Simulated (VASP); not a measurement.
# TiO2 (P4_2/mnm) in VASP: notebook

Runs on TiO2. Level: PBEsol. Tasks: single point.

Everything below comes from runs of VASP 6.6.1. Logs are shortened: lines on timing, memory, paths and dates and some standing lists are left out, and cuts for length are marked.

### 1 The cell of the first run

It takes space group P4_2/mnm (No. 136, tetragonal). The conventional cell has a = 4.517 Å, b = 4.517 Å, c = 2.916 Å, α = 90.00°, β = 90.00°, γ = 90.00°. Ti (site symmetry mmm) has 6 O at 1.93 to 1.94 Å within 2.6 Å. Within 2.6 Å of O (site symmetry m2m) lie 3 Ti at 1.93 to 1.94 Å and 1 O at 2.51 Å.

### 2 Single point, PBEsol

INCAR

```
ALGO = Normal
EDIFF = 1E-6
ENCUT = 520
GGA = PS
ISIF = 2
ISMEAR = 0
LASPH = T
LCHARG = F
LREAL = F
LWAVE = F
NBANDS = 33
NELM = 100
PREC = Accurate
SIGMA = 0.01
```

KPOINTS

```
k-points
0
Gamma
  6 6 8
```

POSCAR

```
TiO2
1.0
    4.5171193679      0.0000000000      0.0000000000
    0.0000000000      4.5171193679      0.0000000000
    0.0000000000      0.0000000000      2.9159600237
Ti O
2 4
Direct
    0.0000000000      0.0000000000      0.0000000000
    0.5000000000      0.5000000000      0.5000000000
    0.3031711543      0.3031711543      0.0000000000
    0.1968288457      0.8031711543      0.5000000000
    0.6968288457      0.6968288457      0.0000000000
    0.8031711543      0.1968288457      0.5000000000
```

Potentials or basis: VASP PAW PBE potentials, release 64 (Ti_sv, O).

Command:

```bash
cat potpaw_PBE.64/Ti_sv/POTCAR potpaw_PBE.64/O/POTCAR > POTCAR
mpirun -np 1 vasp_std > vasp.out
```

OUTCAR:

```text
EDIFF = 1E-6
   ENCUT = 520
   GGA = PS
   ISIF = 2
   ISMEAR = 0
   LASPH = T
   LREAL = F
   NELM = 100
   PREC = Accurate

 ion  position               nearest neighbor table
   1  0.000  0.000  0.000-   4 1.93   6 1.93   4 1.93   6 1.93   5 1.94   3 1.94
   2  0.500  0.500  0.500-   3 1.93   5 1.93   3 1.93   5 1.93   4 1.94   6 1.94
   3  0.303  0.303  0.000-   2 1.93   2 1.93   1 1.94
   4  0.197  0.803  0.500-   1 1.93   1 1.93   2 1.94
   5  0.697  0.697  0.000-   2 1.93   2 1.93   1 1.94
   6  0.803  0.197  0.500-   1 1.93   1 1.93   2 1.94

  LATTYP: Found a simple tetragonal cell.
 ALAT       =     4.5171193679
 C/A-ratio  =     0.6455353039

  Lattice vectors:

 A1 = (   4.5171193679,   0.0000000000,   0.0000000000)
 A2 = (   0.0000000000,   4.5171193679,   0.0000000000)
 A3 = (   0.0000000000,   0.0000000000,   2.9159600237)

Analysis of symmetry for initial positions (statically):
=====================================================================
 Subroutine PRICEL returns:
 Original cell was already a primitive cell.

 Routine SETGRP: Setting up the symmetry group for a
 simple tetragonal supercell.

 Subroutine GETGRP returns: Found 16 space group operations
 (whereof  8 operations were pure point group operations)
 out of a pool of 16 trial point group operations.

The static configuration has the point symmetry D_2h.
 The point group associated with its full space group is D_4h.

Analysis of symmetry for dynamics (positions and initial velocities):
=====================================================================
 Subroutine PRICEL returns:
 Original cell was already a primitive cell.

 Routine SETGRP: Setting up the symmetry group for a
 simple tetragonal supercell.

 Subroutine GETGRP returns: Found 16 space group operations
 (whereof  8 operations were pure point group operations)
 out of a pool of 16 trial point group operations.

The dynamic configuration has the point symmetry D_2h.
 The point group associated with its full space group is D_4h.

 Subroutine INISYM returns: Found 16 space group operations
 (whereof  8 operations are pure point group operations),
 and found     1 'primitive' translations

----------------------------------------------------------------------------------------

                                     Primitive cell

  volume of cell :      59.4983

  direct lattice vectors                    reciprocal lattice vectors
     4.517119368  0.000000000  0.000000000     0.221380025  0.000000000  0.000000000
     0.000000000  4.517119368  0.000000000     0.000000000  0.221380025  0.000000000
     0.000000000  0.000000000  2.915960024     0.000000000  0.000000000  0.342940230

  length of vectors
     4.517119368  4.517119368  2.915960024     0.221380025  0.221380025  0.342940230

  position of ions in fractional coordinates (direct lattice)
     0.000000000  0.000000000  0.000000000
     0.500000000  0.500000000  0.500000000
     0.303171154  0.303171154  0.000000000
     0.196828846  0.803171154  0.500000000
     0.696828846  0.696828846  0.000000000
     0.803171154  0.196828846  0.500000000

  ion indices of the primitive-cell ions
   primitive index   ion index
                 1           1
                 2           2
                 3           3
                 4           4
                 5           5
                 6           6

----------------------------------------------------------------------------------------

 KPOINTS: k-points

Automatic generation of k-mesh.
 Grid dimensions read from file:
 generate k-points for:    6    6    8

 Generating k-lattice:

  Cartesian coordinates                     Fractional coordinates (reciprocal lattice)
     0.036896671  0.000000000  0.000000000     0.166666667  0.000000000  0.000000000
     0.000000000  0.036896671  0.000000000     0.000000000  0.166666667  0.000000000
     0.000000000  0.000000000  0.042867529     0.000000000  0.000000000  0.125000000

  Length of vectors
     0.036896671  0.036896671  0.042867529

  Shift w.r.t. Gamma in fractional coordinates (k-lattice)
     0.000000000  0.000000000  0.000000000

 Subroutine IBZKPT returns following result:
 ===========================================

 Found     50 irreducible k-points:

 Following reciprocal coordinates:
            Coordinates               Weight
  0.000000  0.000000  0.000000      1.000000
  0.166667  0.000000  0.000000      4.000000
  0.333333  0.000000  0.000000      4.000000
  0.500000  0.000000  0.000000      2.000000
  0.166667  0.166667  0.000000      4.000000
  0.333333  0.166667  0.000000      8.000000
[... 16 lines left out ...]
  0.333333  0.000000  0.250000      8.000000
  0.500000  0.000000  0.250000      4.000000
 [... further k-points ...]
   k-points           NKPTS =     50   k-points in BZ     NKDIM =     50   number of bands    NBANDS=     33
   number of dos      NEDOS =    301   number of ions     NIONS =      6
   total plane-waves  NPLWV =  31104
   dimension x,y,z NGX =    36 NGY =   36 NGZ =   24
   dimension x,y,z NGXF=    72 NGYF=   72 NGZF=   48
   ions per type =               2   4
   NGX,Y,Z   is equivalent  to a cutoff of  13.25, 13.25, 13.68 a.u.
   NGXF,Y,Z  is equivalent  to a cutoff of  26.50, 26.50, 27.37 a.u.
 SYSTEM =  unknown system
   PREC   = accura    normal or accurate (medium, high low for compatibility)
   ISTART =      0    job   : 0-new  1-cont  2-samecut
   ICHARG =      2    charge: 1-file 2-atom 10-const
   ISPIN  =      1    spin polarized calculation?
   LNONCOLLINEAR =      F non collinear calculations
   LSORBIT =      F    spin-orbit coupling
   LASPH  =      T    aspherical Exc in radial PAW
   ENCUT  =  520.0 eV  38.22 Ry    6.18 a.u.   8.40  8.40  5.42*2*pi/ulx,y,z
   NELM   =    100;   NELMIN=  2; NELMDL= -5     # of ELM steps
   EDIFF  = 0.1E-05   stopping-criterion for ELM
   LREAL  =      F    real-space projection
   EDIFFG = 0.1E-04   stopping-criterion for IOM
   NSW    =      0    number of steps for IOM
   IBRION =     -1    ionic relax: 0-MD 1-quasi-New 2-CG
   NFREE  =      0    steps in history (QN), initial steepest desc. (CG)
   ISIF   =      2    stress and relaxation
   ISYM   =      2    0-nonsym 1-usesym 2-fastsym
   POTIM  = 0.5000    time-step for ionic-motion
   TEBEG  =    0.0;   TEEND  =   0.0 temperature during run
   PSTRESS=    0.0 pullay stress
   NELECT =      48.0000    total number of electrons
   NUPDOWN=      -1.0000    fix difference up-down
   EMIN   =  10.00;   EMAX   =-10.00  energy-range for DOS
   EFERMI =   0.00;   METHOD = LEGACY
   ISMEAR =     0;   SIGMA  =   0.01  broadening in eV -4-tet -1-fermi 0-gaus
   EFERMI_NEDOS =   21; number of points for ismear=-14 and -15
   IALGO  =     38    algorithm
   IMIX   =      4    mixing-type and parameters
     AMIX     =   0.40;   BMIX     =  1.00
     AMIX_MAG =   1.60;   BMIX_MAG =  1.00
  volume/ion in A,a.u.               =       9.92        66.92
  Fermi-wavevector in a.u.,A,eV,Ry     =   1.524007  2.879956 31.600862  2.322598
  Thomas-Fermi vector in A             =   2.632373
   LORBIT       =      0    0 simple, 1 ext, 2 COOP (PROOUT), +10 PAW based schemes
   GGA     = PS    functional components
   LHFCALC =     F    Hartree Fock is set to
   AEXX    =    0.0000 exact exchange contribution
   IVDW    =     0    specifies the selected vdW correction
   LEPSILON=     F    determine dielectric tensor
   LRPA    =     F    only Hartree local field effects (RPA)
 non-spin polarized calculation
 Gauss-broadening in eV      SIGMA  =   0.01
  energy-cutoff  :      520.00
  volume of cell :       59.50
 maximum number of plane-waves:      1634
 NGX is ok and might be reduce to    36
   NGX = 17   NGY = 17   NGZ = 11

 number of electron      47.9999992 magnetization

 Free energy of the ion-electron system (eV)
  ---------------------------------------------------
  ext. energy  EPLUGINS =         0.00000000
  ---------------------------------------------------
  free energy    TOTEN  =       -56.01119286 eV

  energy without entropy =      -56.01119286  energy(sigma->0) =      -56.01119286

 E-fermi :   5.3218     XC(G=0): -11.9680

 val. band max:        5.2823473072   @ k =   0.0000   0.0000   0.0000
 cond. band min:       7.1546193173   @ k =   0.0000   0.0000   0.0000
 fundamental gap:      1.8722720101
 Fermi energy:         5.3218436098

 k-point     1 :       0.0000    0.0000    0.0000
  band No.  band energies     occupation
      1     -51.2643      2.00000
      2     -51.2411      2.00000
      3     -27.7400      2.00000
      4     -27.7400      2.00000
      5     -27.5345      2.00000
      6     -27.5345      2.00000
[... 25 lines left out ...]
     32      12.2459      0.00000
     33      12.2522      0.00000

 k-point     2 :       0.1667    0.0000    0.0000
  band No.  band energies     occupation
      1     -51.2627      2.00000
      2     -51.2426      2.00000
      3     -27.7284      2.00000
      4     -27.7271      2.00000
      5     -27.5491      2.00000
      6     -27.5477      2.00000
[... 25 lines left out ...]
     32      12.1356      0.00000
     33      12.1598      0.00000

 k-point     3 :       0.3333    0.0000    0.0000
  band No.  band energies     occupation
      1     -51.2584      2.00000
      2     -51.2468      2.00000
      3     -27.6963      2.00000
      4     -27.6927      2.00000
      5     -27.5867      2.00000
      6     -27.5830      2.00000
[... 25 lines left out ...]
     32      11.9135      0.00000
     33      11.9602      0.00000

 k-point     4 :       0.5000    0.0000    0.0000
  band No.  band energies     occupation
      1     -51.2526      2.00000
      2     -51.2526      2.00000
      3     -27.6629      2.00000
      4     -27.6629      2.00000
      5     -27.6180      2.00000
      6     -27.6180      2.00000
[... 673 lines left out ...]
     32      11.3572      0.00000
     33      11.6703      0.00000

 k-point    23 :       0.3333    0.0000    0.2500
  band No.  band energies     occupation
      1     -51.2316      2.00000
      2     -51.2234      2.00000
      3     -27.7664      2.00000
      4     -27.7495      2.00000
      5     -27.6270      2.00000
      6     -27.6164      2.00000
[... 25 lines left out ...]
     32      10.9053      0.00000
     33      11.8582      0.00000

 k-point    24 :       0.5000    0.0000    0.2500
  band No.  band energies     occupation
      1     -51.2275      2.00000
      2     -51.2275      2.00000
      3     -27.7628      2.00000
      4     -27.7628      2.00000
      5     -27.5965      2.00000
      6     -27.5965      2.00000
[... 25 lines left out ...]
     32      10.7546      0.00000
     33      12.3380      0.00000

 [... further k-points ...]

------------------------ aborting loop because EDIFF is reached ----------------------------------------

  FORCE on cell =-STRESS in cart. coord.  units (eV):
  Direction    XX          YY          ZZ          XY          YZ          ZX
  --------------------------------------------------------------------------------------
  -------------------------------------------------------------------------------------
  Total        3.9540145      3.9540145      4.0483283      0.0000000      0.0000000      0.0000000
  in kB      106.4741394    106.4741394    109.0138330      0.0000000      0.0000000      0.0000000
  external PRESSURE =     107.3207039 kB  Pullay stress =       0.0000000 kB

 VOLUME and BASIS-vectors are now :
 -----------------------------------------------------------------------------
  energy-cutoff  :      520.00
  volume of cell :       59.50
      direct lattice vectors                 reciprocal lattice vectors
     4.517119368  0.000000000  0.000000000     0.221380025  0.000000000  0.000000000
     0.000000000  4.517119368  0.000000000     0.000000000  0.221380025  0.000000000
     0.000000000  0.000000000  2.915960024     0.000000000  0.000000000  0.342940230

 POSITION                                       TOTAL-FORCE (eV/Angst)
 -----------------------------------------------------------------------------------
      0.00000      0.00000      0.00000         0.000000      0.000000      0.000000
      2.25856      2.25856      1.45798         0.000000      0.000000      0.000000
      1.36946      1.36946      0.00000        -0.014806     -0.014806     -0.000000
      0.88910      3.62802      1.45798         0.014806     -0.014806      0.000000
      3.14766      3.14766      0.00000         0.014806      0.014806      0.000000
      3.62802      0.88910      1.45798        -0.014806      0.014806      0.000000
 -----------------------------------------------------------------------------------
    total drift:                                0.000000      0.000000      0.000000

  FREE ENERGIE OF THE ION-ELECTRON SYSTEM (eV)
  ---------------------------------------------------
  free  energy   TOTEN  =       -56.0111928611 eV

  energy  without entropy=      -56.0111928611  energy(sigma->0) =      -56.01119286
```

Run time: 39 s. Hardware: 1 thread of Intel Xeon 6975P-C (Granite Rapids), shared host; peak memory 0.22 GiB.

What came out:

| Property | Result |
| --- | --- |
| Free energy | -56.0112 eV |
| Pressure | 10.7 GPa |
| Largest force | 0.021 eV/Å |
| Band gap on the k mesh | 1.87 eV |

Forces on the atoms (eV/Å):
```
Ti   0.000  0.000  0.000
Ti   0.000  0.000  0.000
O   -0.015 -0.015  0.000
O    0.015 -0.015  0.000
O    0.015  0.015  0.000
O   -0.015  0.015  0.000
```

Levels at points of the mesh, in eV from the valence-band top:
```csv
k point,band 22,band 23,band 24,band 25,band 26,band 27
"(0.00, 0.00, 0.00)",-0.49,-0.49,0.00,1.87,2.16,2.44
"(0.50, 0.00, 0.00)",-1.77,-0.81,-0.81,2.60,2.60,3.19
"(0.50, 0.50, 0.00)",-1.37,-1.14,-1.14,1.91,1.91,2.60
"(0.00, 0.00, 0.50)",-2.67,-1.49,-1.49,3.14,3.14,3.33
"(0.50, 0.00, 0.50)",-2.18,-1.14,-1.14,1.92,1.92,3.35
"(0.50, 0.50, 0.50)",-1.44,-0.69,-0.69,2.70,2.70,3.31
```

Caveat: the cell stands under pressure; the PAW data sets were made with another functional, which shifts forces and pressure a little. A k mesh can miss the band edges.

(Continued in part 2 of 2.)
